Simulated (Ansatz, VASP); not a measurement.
MoS2 in VASP and in Ansatz

```
CELL_PARAMETERS angstrom
3.14092 0.00000 0.00000
-1.57046 2.72012 0.00000
0.00000 0.00000 34.07109
ATOMIC_POSITIONS crystal
Mo 0.66667 0.33333 0.90767
Mo 0.66667 0.33333 0.27703
Mo 0.33333 0.66667 0.72297
Mo 0.33333 0.66667 0.09233
S 0.33333 0.66667 0.95343
S 0.33333 0.66667 0.32276
S 0.66667 0.33333 0.76873
S 0.66667 0.33333 0.13810
S 0.33333 0.66667 0.86190
S 0.33333 0.66667 0.23127
S 0.66667 0.33333 0.67724
S 0.66667 0.33333 0.04657
```

Alike in both runs: functional PBEsol; k mesh 12 × 12 × 1; occupations gaussian, width 0.02 eV; no spin polarisation.

Ansatz relaxed the structure, and its values are those at the end. VASP's run is a single point on that final structure, the one shown.

|  | VASP | Ansatz |
| --- | --- | --- |
| version | VASP 6.6.1 | Ansatz 0.2.0 |
| potentials or method | VASP PAW PBE potentials, release 64 (Mo_sv, S), cutoff 520 eV | scalar-relativistic, plane waves, PAW |
| valence electrons in the cell | 104 | 104 |

Ansatz gave:

* gap on the k mesh at the Fermi level (eV): 1.11
* least direct gap on the mesh (eV): 1.76

Task: What did VASP give for the same quantities?

Result: gap on the k mesh at the Fermi level (eV): 1.13; least direct gap on the mesh (eV): 1.76.

VASP's potentials were made for PBE, not for PBEsol. The functional is the same, so the differences come from potentials, cutoffs and numerics. Ansatz's warnings: xc potential rough in thin density.
